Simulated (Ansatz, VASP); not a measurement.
## CsPbBr3 in VASP and in Ansatz

INCAR

```
SYSTEM = CsPbBr3
PREC = Accurate
ENCUT = 520
EDIFF = 1E-6
ISMEAR = -1
SIGMA = 0.02
LREAL = .False.
LASPH = .True.
NELM = 60
ALGO = Normal
ISIF = 2
LWAVE = .False.
LCHARG = .False.
GGA = PE
NBANDS = 30
```

File KPOINTS:

```
regular mesh
0
Gamma
  4 4 4
  0 0 0
```

File POSCAR:

```
CsPbBr3
1.0
    6.0023911113      0.0000000000      0.0000000000
    0.0000000000      5.9429614964      0.0000000000
    0.0000000000      0.0000000000      5.9429614964
Cs Pb Br
1 1 3
Direct
    0.0000000000      0.0000000000      0.0000000000
    0.5000000000      0.5000000000      0.5000000000
    0.5000000000      0.5000000000      0.0000000000
    0.5000000000      0.0000000000      0.5000000000
    0.0000000000      0.5000000000      0.5000000000
```

Input for Ansatz:

```yaml
crystal:
  lattice:
    - [6.0023911113, 0.0, 0.0]
    - [0.0, 5.9429614964, 0.0]
    - [0.0, 0.0, 5.9429614964]
  atoms:
    - { symbol: Cs, position: [0.0, 0.0, 0.0] }
    - { symbol: Pb, position: [0.5, 0.5, 0.5] }
    - { symbol: Br, position: [0.5, 0.5, 0.0] }
    - { symbol: Br, position: [0.5, 0.0, 0.5] }
    - { symbol: Br, position: [0.0, 0.5, 0.5] }
kpoints:
  mp_grid: { grid: [4, 4, 4] }
  band_path:
    path: [[0.0, 0.0, 0.0], [0.0, 0.5, 0.0], [0.5, 0.5, 0.0], [0.5, 0.5, 0.5]]
    npoints: 1
hamiltonian:
  xc: pbe
scf:
  occupations: { method: fermi_dirac, width: 0.02 }
  n_extra_bands: 5
output:
  forces: true
  stress: true
  eigenvalues: true
  write_density: true
  write_potential: true
  elf: true
  volumetric_format: npy
```

Change from the starting cell: uniaxial_x strain +1.0%.

Alike in both runs: task single point; functional PBE; k mesh 4 × 4 × 4; occupations fermi-dirac, width 0.02 eV; no spin polarisation.

|  | VASP | Ansatz |
| --- | --- | --- |
| version | VASP 6.6.1 | Ansatz 0.2.0 |
| potentials or method | VASP PAW PBE potentials, release 64 (Cs_sv, Pb_d, Br) | plane waves, PAW |
| plane-wave cutoff (eV) | 520 | 420 |
| valence electrons in the cell | 44 | 44 |

|  | VASP | Ansatz | Ansatz less VASP |
| --- | --- | --- | --- |
| gap on the k mesh at the Fermi level (eV) | 1.67 | 1.66 | -0.006 |
| pressure (GPa) | 0.5 | 0.5 | +0.01 |
| traceless stress, the component that is largest in VASP (GPa) | -0.26 | -0.26 | 0.000 |

Neither program's run includes spin-orbit coupling.
